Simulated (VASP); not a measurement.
# BIr3Pd (Pm-3m) in VASP: a series of runs

BIr3Pd is run at these levels: PBE; tasks: single point, relaxation of cell and atoms.

Everything below comes from runs of VASP 6.6.1. Logs are shortened: lines on timing, memory, paths and dates and some standing lists are left out, and cuts for length are marked.

**1. The cell of the first run**

The structure is cubic, space group Pm-3m (No. 221). Conventional cell: a = 3.996 Å, b = 3.996 Å, c = 3.996 Å, α = 90.00°, β = 90.00°, γ = 90.00°. B (site symmetry m-3m) has 6 Ir at 2.00 Å within 2.6 Å. Pd (site symmetry m-3m) has 12 Ir at 2.83 Å and 8 B at 3.46 Å within 3.7 Å. Within 2.6 Å of Ir (site symmetry 4/mmm) lie 2 B at 2.00 Å.

**2. Single point, PBE**

The input, INCAR:

```
SYSTEM = BIr3Pd
  PREC = Accurate
  ENCUT = 520
  EDIFF = 1E-6
  ISMEAR = 0
  SIGMA = 0.1
  LREAL = .False.
  LASPH = .True.
  NELM = 80
  ALGO = Normal
  ISIF = 2
  LWAVE = .False.
  LCHARG = .False.
  GGA = PE
  NBANDS = 28
```

The input, KPOINTS:

```
regular mesh
0
Gamma
  4 4 4
  0 0 0
```

The input, POSCAR:

```
BIr3Pd
1.0
    3.9961189500      0.0000000000      0.0000000000
    0.0000000000      3.9961189500      0.0000000000
    0.0000000000      0.0000000000      3.9961189500
B Pd Ir
1 1 3
Direct
    0.5000000000      0.5000000000      0.5000000000
    0.0000000000      0.0000000000      0.0000000000
    0.0000000000      0.5000000000      0.5000000000
    0.5000000000      0.5000000000      0.0000000000
    0.5000000000      0.0000000000      0.5000000000
```

Potentials or basis: VASP PAW PBE potentials, release 64 (B, Pd, Ir).

Started as:

```bash
$ cat potpaw_PBE.64/B/POTCAR potpaw_PBE.64/Pd/POTCAR potpaw_PBE.64/Ir/POTCAR > POTCAR
$ mpirun -np 1 vasp_std > vasp.out
```

OUTCAR:

```text
SYSTEM = BIr3Pd
   PREC = Accurate
   ENCUT = 520
   EDIFF = 1E-6
   ISMEAR = 0
   LREAL = .False.
   LASPH = .True.
   NELM = 80
   ISIF = 2
   GGA = PE

 ion  position               nearest neighbor table
   1  0.500  0.500  0.500-   3 2.00   4 2.00   5 2.00   4 2.00   5 2.00   3 2.00
   2  0.000  0.000  0.000-   3 2.83   4 2.83   5 2.83   3 2.83   5 2.83   3 2.83   4 2.83   3 2.83
                             4 2.83   5 2.83   5 2.83   4 2.83
   3  0.000  0.500  0.500-   1 2.00   1 2.00   4 2.83   5 2.83   2 2.83   4 2.83   2 2.83   5 2.83
                             2 2.83   2 2.83   4 2.83   5 2.83   4 2.83   5 2.83
   4  0.500  0.500  0.000-   1 2.00   1 2.00   3 2.83   5 2.83   2 2.83   3 2.83   5 2.83   2 2.83
                             5 2.83   5 2.83   2 2.83   3 2.83   3 2.83   2 2.83
   5  0.500  0.000  0.500-   1 2.00   1 2.00   3 2.83   4 2.83   2 2.83   4 2.83   2 2.83   3 2.83
                             4 2.83   4 2.83   2 2.83   3 2.83   2 2.83   3 2.83

  LATTYP: Found a simple cubic cell.
 ALAT       =     3.9961189500

  Lattice vectors:

 A1 = (   3.9961189500,   0.0000000000,   0.0000000000)
 A2 = (   0.0000000000,   3.9961189500,   0.0000000000)
 A3 = (   0.0000000000,   0.0000000000,   3.9961189500)

Analysis of symmetry for initial positions (statically):
=====================================================================
 Subroutine PRICEL returns:
 Original cell was already a primitive cell.

 Routine SETGRP: Setting up the symmetry group for a
 simple cubic supercell.

 Subroutine GETGRP returns: Found 48 space group operations
 (whereof 48 operations were pure point group operations)
 out of a pool of 48 trial point group operations.

The static configuration has the point symmetry O_h .

Analysis of symmetry for dynamics (positions and initial velocities):
=====================================================================
 Subroutine PRICEL returns:
 Original cell was already a primitive cell.

 Routine SETGRP: Setting up the symmetry group for a
 simple cubic supercell.

 Subroutine GETGRP returns: Found 48 space group operations
 (whereof 48 operations were pure point group operations)
 out of a pool of 48 trial point group operations.

The dynamic configuration has the point symmetry O_h .

 Subroutine INISYM returns: Found 48 space group operations
 (whereof 48 operations are pure point group operations),
 and found     1 'primitive' translations

----------------------------------------------------------------------------------------
[... 86 lines left out ...]
   EDIFFG = 0.1E-04   stopping-criterion for IOM
   NSW    =      0    number of steps for IOM
   IBRION =     -1    ionic relax: 0-MD 1-quasi-New 2-CG
   NFREE  =      0    steps in history (QN), initial steepest desc. (CG)
   ISIF   =      2    stress and relaxation
   ISYM   =      2    0-nonsym 1-usesym 2-fastsym
   POTIM  = 0.5000    time-step for ionic-motion
   TEBEG  =    0.0;   TEEND  =   0.0 temperature during run
   PSTRESS=    0.0 pullay stress
   NELECT =      40.0000    total number of electrons
   NUPDOWN=      -1.0000    fix difference up-down
   EMIN   =  10.00;   EMAX   =-10.00  energy-range for DOS
   EFERMI =   0.00;   METHOD = LEGACY
   ISMEAR =     0;   SIGMA  =   0.10  broadening in eV -4-tet -1-fermi 0-gaus
   EFERMI_NEDOS =   21; number of points for ismear=-14 and -15
   IALGO  =     38    algorithm
   IMIX   =      4    mixing-type and parameters
     AMIX     =   0.40;   BMIX     =  1.00
     AMIX_MAG =   1.60;   BMIX_MAG =  1.00
  volume/ion in A,a.u.               =      12.76        86.13
  Fermi-wavevector in a.u.,A,eV,Ry     =   1.401059  2.647618 26.707778  1.962966
  Thomas-Fermi vector in A             =   2.523958
   LORBIT       =      0    0 simple, 1 ext, 2 COOP (PROOUT), +10 PAW based schemes
   GGA     = PE    functional components
   LHFCALC =     F    Hartree Fock is set to
   AEXX    =    0.0000 exact exchange contribution
   IVDW    =     0    specifies the selected vdW correction
   LEPSILON=     F    determine dielectric tensor
   LRPA    =     F    only Hartree local field effects (RPA)
 non-spin polarized calculation
 Gauss-broadening in eV      SIGMA  =   0.10
  energy-cutoff  :      520.00
  volume of cell :       63.81
 maximum number of plane-waves:      1747
 NGX is ok and might be reduce to    30
   NGX = 15   NGY = 15   NGZ = 15

 number of electron      40.0000002 magnetization

 Free energy of the ion-electron system (eV)
  ---------------------------------------------------
  ext. energy  EPLUGINS =         0.00000000
  ---------------------------------------------------
  free energy    TOTEN  =       -36.68867112 eV

  energy without entropy =      -36.64507443  energy(sigma->0) =      -36.66687278

 E-fermi :   9.7137     XC(G=0): -13.5578

 val. band max:        9.7034428678   @ k =   0.5000   0.5000   0.2500
 cond. band min:       9.7663456567   @ k =   0.5000   0.2500   0.2500
 fundamental gap:      0.0629027889
 Fermi energy:         9.7137483885

 k-point     1 :       0.0000    0.0000    0.0000
  band No.  band energies     occupation
      1      -3.3363      2.00000
      2       1.8502      2.00000
      3       3.3586      2.00000
      4       3.3586      2.00000
      5       3.3586      2.00000
      6       3.4968      2.00000
[... 299 lines left out ...]
     27      14.1857      0.00000
     28      17.4056      0.00000

------------------------ aborting loop because EDIFF is reached ----------------------------------------

  FORCE on cell =-STRESS in cart. coord.  units (eV):
  Direction    XX          YY          ZZ          XY          YZ          ZX
  --------------------------------------------------------------------------------------
  -------------------------------------------------------------------------------------
  Total       10.3992930     10.3992930     10.3992930      0.0000000      0.0000000      0.0000000
  in kB      261.0953722    261.0953722    261.0953722      0.0000000      0.0000000      0.0000000
  external PRESSURE =     261.0953722 kB  Pullay stress =       0.0000000 kB

 VOLUME and BASIS-vectors are now :
 -----------------------------------------------------------------------------
  energy-cutoff  :      520.00
  volume of cell :       63.81
      direct lattice vectors                 reciprocal lattice vectors
     3.996118950  0.000000000  0.000000000     0.250242801  0.000000000  0.000000000
     0.000000000  3.996118950  0.000000000     0.000000000  0.250242801  0.000000000
     0.000000000  0.000000000  3.996118950     0.000000000  0.000000000  0.250242801

 POSITION                                       TOTAL-FORCE (eV/Angst)
 -----------------------------------------------------------------------------------
      1.99806      1.99806      1.99806         0.000000      0.000000      0.000000
      0.00000      0.00000      0.00000         0.000000      0.000000      0.000000
      0.00000      1.99806      1.99806         0.000000      0.000000      0.000000
      1.99806      1.99806      0.00000         0.000000      0.000000      0.000000
      1.99806      0.00000      1.99806         0.000000      0.000000      0.000000
 -----------------------------------------------------------------------------------
    total drift:                                0.000000      0.000000     -0.000000

  FREE ENERGIE OF THE ION-ELECTRON SYSTEM (eV)
  ---------------------------------------------------
  free  energy   TOTEN  =       -36.6886711176 eV

  energy  without entropy=      -36.6450744343  energy(sigma->0) =      -36.66687278
```

OSZICAR:

```text
N       E                     dE             d eps       ncg     rms          rms(c)
DAV:   1     0.387413579648E+03    0.38741E+03   -0.18268E+04   560   0.142E+03
DAV:   2    -0.172691782751E+02   -0.40468E+03   -0.38536E+03   564   0.411E+02
DAV:   3    -0.404063819166E+02   -0.23137E+02   -0.22108E+02   716   0.105E+02
DAV:   4    -0.410783736620E+02   -0.67199E+00   -0.66755E+00   640   0.168E+01
DAV:   5    -0.410953353712E+02   -0.16962E-01   -0.16959E-01   640   0.274E+00    0.397E+01
DAV:   6    -0.368443402697E+02    0.42510E+01   -0.11647E+01   708   0.280E+01    0.120E+01
DAV:   7    -0.367464280079E+02    0.97912E-01   -0.85379E-01   624   0.626E+00    0.576E+00
DAV:   8    -0.367464066277E+02    0.21380E-04   -0.34596E-01   728   0.595E+00    0.292E+00
DAV:   9    -0.366899438809E+02    0.56463E-01   -0.21769E-01   724   0.458E+00    0.275E-01
DAV:  10    -0.366886888601E+02    0.12550E-02   -0.58373E-03   676   0.709E-01    0.171E-01
DAV:  11    -0.366886704330E+02    0.18427E-04   -0.28404E-04   632   0.136E-01    0.515E-02
DAV:  12    -0.366886693375E+02    0.10955E-05   -0.43469E-05   724   0.529E-02    0.267E-02
DAV:  13    -0.366886705149E+02   -0.11774E-05   -0.46463E-06   536   0.174E-02    0.390E-03
DAV:  14    -0.366886711176E+02   -0.60275E-06   -0.33035E-07   312   0.715E-03
   1 F= -.36688671E+02 E0= -.36666873E+02  d E =-.435967E-01
```

stdout:

```text
POSCAR found type information on POSCAR B PdIr
 POSCAR found :  3 types and       5 ions
 scaLAPACK will be used
 LDA part: xc-table for (Slater+PW92), standard interpolation
 POSCAR, INCAR and KPOINTS ok, starting setup
 FFT: planning ... GRIDC
 FFT: planning ... GRID_SOFT
 FFT: planning ... GRID
 WAVECAR not read
 entering main loop
```

Wall time 9.3 s (1 thread of Intel Xeon 6975P-C (Granite Rapids), shared host); peak memory 0.17 GiB.

Results:

| Quantity | Value |
| --- | --- |
| Free energy | -36.6887 eV |
| Pressure | 26.1 GPa |
| Band gap on the k mesh | zero (band 20 reaches 10.13 eV, above the bottom of band 21 at 9.56 eV) |

Caveat: the k points lie up to 0.39 Å⁻¹ apart; spin-orbit coupling is left out, which moves the levels of the heavy elements.

**3. Single point, PBE**

This run uses another cell than the first one, of 13.83 Å³/atom, 1.084 times its volume.

The input, INCAR:

```
PREC = Accurate ; ENCUT = 520
EDIFF = 1E-6 ; ISMEAR = 0
SIGMA = 0.1 ; LREAL = False
LASPH = True ; NELM = 100
ALGO = Normal ; ISIF = 2
LWAVE = False ; LCHARG = False
GGA = PE ; NBANDS = 28
```

The input, KPOINTS:

```
Automatic mesh
0
Gamma
  4 4 4
```

Edit POSCAR of step 2 so:

```diff
@@ -2,5 +2,5 @@
 1.0
-    3.9961189500      0.0000000000      0.0000000000
-    0.0000000000      3.9961189500      0.0000000000
-    0.0000000000      0.0000000000      3.9961189500
+    4.1044051704      0.0000000000      0.0000000000
+    0.0000000000      4.1044051704      0.0000000000
+    0.0000000000      0.0000000000      4.1044051704
 B Pd Ir
```

Potentials or basis: VASP PAW PBE potentials, release 64 (B, Pd, Ir).

Started as:

```bash
$ cat potpaw_PBE.64/B/POTCAR potpaw_PBE.64/Pd/POTCAR potpaw_PBE.64/Ir/POTCAR > POTCAR
$ mpirun -np 1 vasp_std > vasp.out
```

OUTCAR:

```text
PREC = Accurate
   ENCUT = 520
   EDIFF = 1E-6
   ISMEAR = 0
   LREAL = False
   LASPH = True
   NELM = 100
   ISIF = 2
   GGA = PE

 ion  position               nearest neighbor table
   1  0.500  0.500  0.500-   3 2.05   4 2.05   5 2.05   4 2.05   5 2.05   3 2.05
   2  0.000  0.000  0.000-   3 2.90   4 2.90   5 2.90   3 2.90   5 2.90   3 2.90   4 2.90   3 2.90
                             4 2.90   5 2.90   5 2.90   4 2.90
   3  0.000  0.500  0.500-   1 2.05   1 2.05   4 2.90   5 2.90   2 2.90   4 2.90   2 2.90   5 2.90
                             2 2.90   2 2.90   4 2.90   5 2.90   4 2.90   5 2.90
   4  0.500  0.500  0.000-   1 2.05   1 2.05   3 2.90   5 2.90   2 2.90   3 2.90   5 2.90   2 2.90
[... 501 lines left out ...]
  -------------------------------------------------------------------------------------
  Total        0.4429770      0.4429770      0.4429770      0.0000000      0.0000000      0.0000000
  in kB       10.2645782     10.2645782     10.2645782      0.0000000      0.0000000      0.0000000
  external PRESSURE =      10.2645782 kB  Pullay stress =       0.0000000 kB

 VOLUME and BASIS-vectors are now :
 -----------------------------------------------------------------------------
  energy-cutoff  :      520.00
  volume of cell :       69.14
      direct lattice vectors                 reciprocal lattice vectors
     4.104405170  0.000000000  0.000000000     0.243640664  0.000000000  0.000000000
     0.000000000  4.104405170  0.000000000     0.000000000  0.243640664  0.000000000
     0.000000000  0.000000000  4.104405170     0.000000000  0.000000000  0.243640664

 POSITION                                       TOTAL-FORCE (eV/Angst)
 -----------------------------------------------------------------------------------
      2.05220      2.05220      2.05220         0.000000      0.000000      0.000000
      0.00000      0.00000      0.00000         0.000000      0.000000      0.000000
      0.00000      2.05220      2.05220         0.000000      0.000000      0.000000
      2.05220      2.05220      0.00000         0.000000      0.000000      0.000000
      2.05220      0.00000      2.05220         0.000000      0.000000      0.000000
 -----------------------------------------------------------------------------------
    total drift:                                0.000000     -0.000000     -0.000000

  FREE ENERGIE OF THE ION-ELECTRON SYSTEM (eV)
  ---------------------------------------------------
  free  energy   TOTEN  =       -37.1091817149 eV

  energy  without entropy=      -37.0582671070  energy(sigma->0) =      -37.08372441
```

stdout:

```text
POSCAR found type information on POSCAR B PdIr
 POSCAR found :  3 types and       5 ions
 scaLAPACK will be used
 LDA part: xc-table for (Slater+PW92), standard interpolation
 POSCAR, INCAR and KPOINTS ok, starting setup
 FFT: planning ... GRIDC
 FFT: planning ... GRID_SOFT
 FFT: planning ... GRID
 WAVECAR not read
 entering main loop
```

Run time: 8.6 s. Hardware: 1 thread of Intel Xeon 6975P-C (Granite Rapids), shared host; peak memory 0.18 GiB.

What came out:

```
Free energy            : -37.1092 eV
Pressure               : 1.0 GPa
Band gap on the k mesh : zero (band 20 reaches 8.80 eV, above the bottom of band 21 at 8.30 eV)
```

Levels at points of the mesh, in eV from the Fermi level:
| k point | band 16 | band 17 | band 18 | band 19 | band 20 | band 21 | band 22 | band 23 | band 24 | band 25 |
| --- | --- | --- | --- | --- | --- | --- | --- | --- | --- | --- |
| (0.00, 0.00, 0.00) | -0.46 | -0.46 | 0.36 | 0.36 | 0.36 | 0.73 | 0.80 | 0.80 | 0.80 | 5.67 |
| (0.50, 0.00, 0.00) | -1.41 | -1.41 | -1.41 | -0.88 | -0.68 | 0.34 | 0.81 | 2.62 | 2.62 | 5.85 |
| (0.50, 0.50, 0.00) | -1.63 | -1.56 | -1.56 | -1.31 | -0.75 | 0.75 | 1.58 | 1.58 | 2.06 | 4.54 |
| (0.50, 0.50, 0.50) | -0.49 | -0.06 | -0.06 | -0.06 | 0.22 | 0.22 | 0.53 | 0.53 | 0.53 | 3.98 |

Caveat: the k points lie up to 0.38 Å⁻¹ apart; spin-orbit coupling is left out, which moves the levels of the heavy elements.

[end of part 1 of 2]
